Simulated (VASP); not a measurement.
Wanted: the native input for a VASP 6.6.1 run.

* Task: single point
* Functional: PBE
* Potentials or basis: VASP PAW PBE potentials, release 64 (Ba_sv, Ti_sv, O)
* Cutoff: 520 eV
* k mesh: 8 × 8 × 8
* Occupations: fermi-dirac, width 0.02 eV
* Spin: no spin polarisation
* Dipole correction: no
* Further INCAR settings: ALGO = Normal; EDIFF = 1e-07; NBANDS = 28

The structure of BaTiO3 lies in POSCAR:

```
BaTiO3
1.0
    4.0060000000      0.0000000000      0.0000000000
    0.0000000000      4.0060000000      0.0000000000
    0.0000000000      0.0000000000      4.0060000000
Ba Ti O
1 1 3
Direct
    0.5000000000      0.5000000000      0.5000000000
    0.0000000000      0.0000000000      0.0000000000
    0.5000000000      0.0000000000      0.0000000000
    0.0000000000      0.5000000000      0.0000000000
    0.0000000000      0.0000000000      0.5000000000
```

One way to write it, as run:

INCAR

```
PREC = Accurate
ENCUT = 520
EDIFF = 1E-7
ISMEAR = -1
SIGMA = 0.02
LREAL = F
LASPH = T
NELM = 80
ALGO = Normal
ISIF = 2
LWAVE = F
LCHARG = F
GGA = PE
NBANDS = 28
```

KPOINTS

```
regular mesh
0
Gamma
  8 8 8
```

Potentials or basis: VASP PAW PBE potentials, release 64 (Ba_sv, Ti_sv, O).

Command:

```sh
$ cat potpaw_PBE.64/Ba_sv/POTCAR potpaw_PBE.64/Ti_sv/POTCAR potpaw_PBE.64/O/POTCAR > POTCAR
$ mpirun -np 1 vasp_std > vasp.out
```

It gave:

```json
{
  "Pressure": "3.4 GPa",
  "Band gap on the k mesh": "1.74 eV, indirect (least direct gap 1.89 eV)"
}
```

Caveat: spin-orbit coupling is left out, which moves the levels of the heavy elements.

Run time: 49 s on 1 thread of Intel(R) Xeon(R) Platinum 8488C (Sapphire Rapids), on a shared host, peak memory 0.21 GiB.
